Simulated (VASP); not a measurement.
# La2Y2O in VASP: notebook

Runs on La2Y2O. Level: PBE. Tasks: single point.

All numbers are computed with VASP 6.6.1; they aren't measurements. Logs are shortened: lines on timing, memory, paths and dates and some standing lists are left out, and cuts for length are marked.

## 1. The cell of the first run

Symmetry: I4/mmm, No. 139, tetragonal system. The conventional cell has a = 4.815 Å, b = 4.815 Å, c = 11.841 Å, α = 90.00°, β = 90.00°, γ = 90.00°. La (site symmetry 4mm) has 1 O at 2.68 Å and 4 La at 3.45 Å and 4 Y at 3.60 Å within 3.7 Å. Within 3.2 Å of Y (site symmetry mmm) lie 2 O at 2.41 Å. O (site symmetry 4/mmm) has 4 Y at 2.41 Å and 2 La at 2.68 Å within 3.2 Å.

## 2. Single point, PBE

INCAR reads:

```
ALGO = Normal
EDIFF = 1E-6
ENCUT = 520
GGA = PE
ISIF = 2
ISMEAR = 0
LASPH = T
LCHARG = F
LREAL = F
LWAVE = F
NBANDS = 33
NELM = 60
PREC = Accurate
SIGMA = 0.2
```

KPOINTS reads:

```
k-points
0
Gamma
  5 5 5
```

POSCAR reads:

```
La2Y2O
1.0
   -2.4074902028      2.4074902028      5.9203296250
    2.4074902028     -2.4074902028      5.9203296250
    2.4074902028      2.4074902028     -5.9203296250
La Y O
2 2 1
Direct
    0.2261595566      0.2261595566      0.0000000000
    0.7738404434      0.7738404434      0.0000000000
    0.5000000000      0.0000000000      0.5000000000
    0.0000000000      0.5000000000      0.5000000000
    0.0000000000      0.0000000000      0.0000000000
```

Potentials or basis: VASP PAW PBE potentials, release 64 (La, Y_sv, O).

The run is started by

```
$ cat potpaw_PBE.64/La/POTCAR potpaw_PBE.64/Y_sv/POTCAR potpaw_PBE.64/O/POTCAR > POTCAR
$ mpirun -np 1 vasp_std > vasp.out
```

OUTCAR:

```text
EDIFF = 1E-6
   ENCUT = 520
   GGA = PE
   ISIF = 2
   ISMEAR = 0
   LASPH = T
   LREAL = F
   NELM = 60
   PREC = Accurate

 ion  position               nearest neighbor table
   1  0.226  0.226  0.000-   5 2.68   2 3.45   2 3.45   2 3.45   2 3.45   4 3.60   3 3.60   3 3.60
                             4 3.60
   2  0.774  0.774  0.000-   5 2.68   1 3.45   1 3.45   1 3.45   1 3.45   4 3.60   3 3.60   4 3.60
                             3 3.60
   3  0.500  0.000  0.500-   5 2.41   5 2.41   4 3.40   4 3.40   4 3.40   4 3.40   1 3.60   2 3.60
                             1 3.60   2 3.60
   4  0.000  0.500  0.500-   5 2.41   5 2.41   3 3.40   3 3.40   3 3.40   3 3.40   2 3.60   1 3.60
                             1 3.60   2 3.60
   5  0.000  0.000  0.000-   3 2.41   4 2.41   4 2.41   3 2.41   1 2.68   2 2.68

  LATTYP: Found a body centered tetragonal cell.
 ALAT       =     4.8149804056
 C/A-ratio  =     2.4591292700

  Lattice vectors:

 A1 = (  -2.4074902028,   2.4074902028,   5.9203296250)
 A2 = (   2.4074902028,  -2.4074902028,   5.9203296250)
 A3 = (   2.4074902028,   2.4074902028,  -5.9203296250)

Analysis of symmetry for initial positions (statically):
=====================================================================
 Subroutine PRICEL returns:
 Original cell was already a primitive cell.

 Routine SETGRP: Setting up the symmetry group for a
 body centered tetragonal supercell.

 Subroutine GETGRP returns: Found 16 space group operations
 (whereof 16 operations were pure point group operations)
 out of a pool of 16 trial point group operations.

The static configuration has the point symmetry D_4h.

Analysis of symmetry for dynamics (positions and initial velocities):
=====================================================================
 Subroutine PRICEL returns:
 Original cell was already a primitive cell.

 Routine SETGRP: Setting up the symmetry group for a
 body centered tetragonal supercell.

 Subroutine GETGRP returns: Found 16 space group operations
 (whereof 16 operations were pure point group operations)
 out of a pool of 16 trial point group operations.

The dynamic configuration has the point symmetry D_4h.

 Subroutine INISYM returns: Found 16 space group operations
 (whereof 16 operations are pure point group operations),
 and found     1 'primitive' translations

----------------------------------------------------------------------------------------

                                     Primitive cell

  volume of cell :     137.2571

  direct lattice vectors                    reciprocal lattice vectors
    -2.407490203  2.407490203  5.920329625     0.000000000  0.207685165  0.084454757
     2.407490203 -2.407490203  5.920329625     0.207685165  0.000000000  0.084454757
     2.407490203  2.407490203 -5.920329625     0.207685165  0.207685165  0.000000000

  length of vectors
     6.829518359  6.829518359  6.829518359     0.224200209  0.224200209  0.293711177

  position of ions in fractional coordinates (direct lattice)
     0.226159557  0.226159557  0.000000000
     0.773840443  0.773840443  0.000000000
     0.500000000  0.000000000  0.500000000
     0.000000000  0.500000000  0.500000000
     0.000000000  0.000000000  0.000000000

  ion indices of the primitive-cell ions
   primitive index   ion index
                 1           1
                 2           2
                 3           3
                 4           4
                 5           5

----------------------------------------------------------------------------------------

 KPOINTS: k-points

Automatic generation of k-mesh.
 Grid dimensions read from file:
 generate k-points for:    5    5    5

 Generating k-lattice:

  Cartesian coordinates                     Fractional coordinates (reciprocal lattice)
     0.000000000  0.041537033  0.016890951     0.200000000  0.000000000 -0.000000000
     0.041537033  0.000000000  0.016890951     0.000000000  0.200000000 -0.000000000
     0.041537033  0.041537033  0.000000000     0.000000000  0.000000000  0.200000000

  Length of vectors
     0.044840042  0.044840042  0.058742235

  Shift w.r.t. Gamma in fractional coordinates (k-lattice)
     0.000000000  0.000000000  0.000000000

 Subroutine IBZKPT returns following result:
 ===========================================

 Found     18 irreducible k-points:

 Following reciprocal coordinates:
            Coordinates               Weight
  0.000000  0.000000  0.000000      1.000000
  0.200000  0.000000 -0.000000      8.000000
  0.400000 -0.000000  0.000000      8.000000
  0.200000  0.200000 -0.000000      8.000000
  0.400000  0.200000  0.000000     16.000000
 -0.400000  0.200000 -0.000000     16.000000
[... 10 lines left out ...]
 -0.400000  0.400000  0.400000      4.000000
 -0.400000 -0.400000  0.400000      2.000000
   k-points           NKPTS =     18   k-points in BZ     NKDIM =     18   number of bands    NBANDS=     33
   number of dos      NEDOS =    301   number of ions     NIONS =      5
   total plane-waves  NPLWV = 157464
   dimension x,y,z NGX =    54 NGY =   54 NGZ =   54
   dimension x,y,z NGXF=   108 NGYF=  108 NGZF=  108
   ions per type =               2   2   1
   NGX,Y,Z   is equivalent  to a cutoff of  13.14, 13.14, 13.14 a.u.
   NGXF,Y,Z  is equivalent  to a cutoff of  26.29, 26.29, 26.29 a.u.
 SYSTEM =  unknown system
   PREC   = accura    normal or accurate (medium, high low for compatibility)
   ISTART =      0    job   : 0-new  1-cont  2-samecut
   ICHARG =      2    charge: 1-file 2-atom 10-const
   ISPIN  =      1    spin polarized calculation?
   LNONCOLLINEAR =      F non collinear calculations
   LSORBIT =      F    spin-orbit coupling
   LASPH  =      T    aspherical Exc in radial PAW
   ENCUT  =  520.0 eV  38.22 Ry    6.18 a.u.  12.70 12.70 12.70*2*pi/ulx,y,z
   NELM   =     60;   NELMIN=  2; NELMDL= -5     # of ELM steps
   EDIFF  = 0.1E-05   stopping-criterion for ELM
   LREAL  =      F    real-space projection
   EDIFFG = 0.1E-04   stopping-criterion for IOM
   NSW    =      0    number of steps for IOM
   IBRION =     -1    ionic relax: 0-MD 1-quasi-New 2-CG
   NFREE  =      0    steps in history (QN), initial steepest desc. (CG)
   ISIF   =      2    stress and relaxation
   ISYM   =      2    0-nonsym 1-usesym 2-fastsym
   POTIM  = 0.5000    time-step for ionic-motion
   TEBEG  =    0.0;   TEEND  =   0.0 temperature during run
   PSTRESS=    0.0 pullay stress
   NELECT =      50.0000    total number of electrons
   NUPDOWN=      -1.0000    fix difference up-down
   EMIN   =  10.00;   EMAX   =-10.00  energy-range for DOS
   EFERMI =   0.00;   METHOD = LEGACY
   ISMEAR =     0;   SIGMA  =   0.20  broadening in eV -4-tet -1-fermi 0-gaus
   EFERMI_NEDOS =   21; number of points for ismear=-14 and -15
   IALGO  =     38    algorithm
   IMIX   =      4    mixing-type and parameters
     AMIX     =   0.40;   BMIX     =  1.00
     AMIX_MAG =   1.60;   BMIX_MAG =  1.00
  volume/ion in A,a.u.               =      27.45       185.25
  Fermi-wavevector in a.u.,A,eV,Ry     =   1.169194  2.209456 18.599358  1.367014
  Thomas-Fermi vector in A             =   2.305670
   LORBIT       =      0    0 simple, 1 ext, 2 COOP (PROOUT), +10 PAW based schemes
   GGA     = PE    functional components
   LHFCALC =     F    Hartree Fock is set to
   AEXX    =    0.0000 exact exchange contribution
   IVDW    =     0    specifies the selected vdW correction
   LEPSILON=     F    determine dielectric tensor
   LRPA    =     F    only Hartree local field effects (RPA)
 non-spin polarized calculation
 Gauss-broadening in eV      SIGMA  =   0.20
  energy-cutoff  :      520.00
  volume of cell :      137.26
 maximum number of plane-waves:      3714
 NGX is ok and might be reduce to    54
   NGX = 25   NGY = 25   NGZ = 25

 number of electron      50.0000001 magnetization

 Free energy of the ion-electron system (eV)
  ---------------------------------------------------
  ext. energy  EPLUGINS =         0.00000000
  ---------------------------------------------------
  free energy    TOTEN  =       -33.22471739 eV

  energy without entropy =      -33.11967034  energy(sigma->0) =      -33.17219387

 E-fermi :   6.1396     XC(G=0):  -9.8589

 val. band max:        6.1060498067   @ k =  -0.2000   0.2000   0.2000
 cond. band min:       6.1882344719   @ k =  -0.4000   0.2000  -0.0000
 fundamental gap:      0.0821846652
 Fermi energy:         6.1396278608

 k-point     1 :       0.0000    0.0000    0.0000
  band No.  band energies     occupation
      1     -36.7308      2.00000
      2     -36.6440      2.00000
      3     -26.5825      2.00000
      4     -26.2663      2.00000
      5     -16.9803      2.00000
      6     -16.9803      2.00000
[... 25 lines left out ...]
     32       7.9680      0.00000
     33       7.9763      0.00000

 k-point     2 :       0.2000    0.0000   -0.0000
  band No.  band energies     occupation
      1     -36.7223      2.00000
      2     -36.6521      2.00000
      3     -26.5527      2.00000
      4     -26.2966      2.00000
      5     -17.0162      2.00000
      6     -16.9416      2.00000
[... 25 lines left out ...]
     32       7.8001      0.00000
     33       7.9006      0.00000

 k-point     3 :       0.4000   -0.0000    0.0000
  band No.  band energies     occupation
      1     -36.7002      2.00000
      2     -36.6734      2.00000
      3     -26.4741      2.00000
      4     -26.3761      2.00000
      5     -17.0879      2.00000
      6     -16.8476      2.00000
[... 25 lines left out ...]
     32       7.9578      0.00000
     33       8.0067      0.00000

 k-point     4 :       0.2000    0.2000   -0.0000
  band No.  band energies     occupation
      1     -36.7153      2.00000
      2     -36.6585      2.00000
      3     -26.5280      2.00000
      4     -26.3209      2.00000
      5     -17.1667      2.00000
      6     -16.8101      2.00000
[... 457 lines left out ...]
     32       7.7679      0.00000
     33       8.0730      0.00000

 k-point    17 :      -0.4000    0.4000    0.4000
  band No.  band energies     occupation
      1     -36.7222      2.00000
      2     -36.6521      2.00000
      3     -26.5523      2.00000
      4     -26.2979      2.00000
      5     -17.0154      2.00000
      6     -16.9427      2.00000
[... 25 lines left out ...]
     32       8.0975      0.00000
     33       8.1103      0.00000

 k-point    18 :      -0.4000   -0.4000    0.4000
  band No.  band energies     occupation
      1     -36.7307      2.00000
      2     -36.6440      2.00000
      3     -26.5825      2.00000
      4     -26.2674      2.00000
      5     -16.9815      2.00000
      6     -16.9815      2.00000
[... 25 lines left out ...]
     32       8.0512      0.00000
     33       8.2001      0.00000

------------------------ aborting loop because EDIFF is reached ----------------------------------------

  FORCE on cell =-STRESS in cart. coord.  units (eV):
  Direction    XX          YY          ZZ          XY          YZ          ZX
  --------------------------------------------------------------------------------------
  -------------------------------------------------------------------------------------
  Total       -0.3973212     -0.3973212     -0.6326421      0.0000000     -0.0000000      0.0000000
  in kB       -4.6378574     -4.6378574     -7.3847154      0.0000000     -0.0000000      0.0000000
  external PRESSURE =      -5.5534767 kB  Pullay stress =       0.0000000 kB

 VOLUME and BASIS-vectors are now :
 -----------------------------------------------------------------------------
  energy-cutoff  :      520.00
  volume of cell :      137.26
      direct lattice vectors                 reciprocal lattice vectors
    -2.407490203  2.407490203  5.920329625     0.000000000  0.207685165  0.084454757
     2.407490203 -2.407490203  5.920329625     0.207685165  0.000000000  0.084454757
     2.407490203  2.407490203 -5.920329625     0.207685165  0.207685165  0.000000000

 POSITION                                       TOTAL-FORCE (eV/Angst)
 -----------------------------------------------------------------------------------
      0.00000      0.00000      2.67788        -0.000000     -0.000000      0.041192
      0.00000      0.00000      9.16278         0.000000      0.000000     -0.041192
      0.00000      2.40749      0.00000        -0.000000     -0.000000      0.000000
      2.40749      0.00000      0.00000        -0.000000     -0.000000      0.000000
      0.00000      0.00000      0.00000        -0.000000     -0.000000     -0.000000
 -----------------------------------------------------------------------------------
    total drift:                                0.000000     -0.000000     -0.000000

  FREE ENERGIE OF THE ION-ELECTRON SYSTEM (eV)
  ---------------------------------------------------
  free  energy   TOTEN  =       -33.2247173895 eV

  energy  without entropy=      -33.1196703422  energy(sigma->0) =      -33.17219387
```

It took 6 min on 1 thread of Intel Xeon 6975P-C (Granite Rapids), shared host; peak memory 0.45 GiB.

Results:

- Free energy: -33.2247 eV
- Pressure: -0.6 GPa
- Largest force: 0.041 eV/Å
- Band gap on the k mesh: zero (bands 25 and 26 overlap by 0.95 eV)

Forces in eV/Å, atoms in the order of the input:
```
La   0.000  0.000  0.041
La   0.000  0.000 -0.041
Y    0.000  0.000  0.000
Y    0.000  0.000  0.000
O    0.000  0.000  0.000
```

Levels at points of the mesh, in eV from the Fermi level:
| k point | band 23 | band 24 | band 25 | band 26 | band 27 | band 28 |
| --- | --- | --- | --- | --- | --- | --- |
| (0.00, 0.00, 0.00) | -1.30 | -0.95 | 0.30 | 0.30 | 0.56 | 0.74 |

Caveat: spin-orbit coupling is left out, which moves the levels of the heavy elements.

## 3. Single point, PBE

This run uses another cell than the first one, of 30.22 Å³/atom.

INCAR reads:

```
SYSTEM = La2Y2O
ALGO = Normal
EDIFF = 1E-6
ENCUT = 520
GGA = PE
ISIF = 2
ISMEAR = 0
LASPH = .True.
LCHARG = .False.
LREAL = .False.
LWAVE = .False.
NBANDS = 33
NELM = 60
PREC = Accurate
SIGMA = 0.2
```

KPOINTS reads:

```
k-points
0
Gamma
  5 5 5
  0 0 0
```

POSCAR reads:

```
La2Y2O
1.0
   -2.2943162155      2.2943162155      7.1770021285
    2.2943162155     -2.2943162155      7.1770021285
    2.2943162155      2.2943162155     -7.1770021285
La Y O
2 2 1
Direct
    0.5461217094      0.0461217094      0.5000000000
    0.0461217094      0.5461217094      0.5000000000
    0.2961075384      0.7961075384      0.5000000000
    0.7961075384      0.2961075384      0.5000000000
    0.7961007844      0.7961007844      0.0000000000
```

Potentials or basis: VASP PAW PBE potentials, release 64 (La, Y_sv, O).

The run is started by

```
$ cat potpaw_PBE.64/La/POTCAR potpaw_PBE.64/Y_sv/POTCAR potpaw_PBE.64/O/POTCAR > POTCAR
$ mpirun -np 1 vasp_std > vasp.out
```

Wall time 8.4 min (1 thread of Intel Xeon 6975P-C (Granite Rapids), shared host); peak memory 0.55 GiB.

The run converged. Its results:

* Free energy: -30.3449 eV
* Pressure: -0.1 GPa
* Band gap on the k mesh: zero (bands 25 and 26 overlap by 0.96 eV)

Stress tensor (GPa, compression positive):
```
-0.06  0.00  0.00
 0.00 -0.06  0.00
 0.00  0.00 -0.15
```

Levels at points of the mesh, in eV from the Fermi level:
```
           k point  band 23  band 24  band 25  band 26  band 27  band 28
(0.00, 0.00, 0.00)    -1.41    -0.99    -0.97    -0.46     0.41     0.41
```

Caveat: spin-orbit coupling is left out, which moves the levels of the heavy elements.
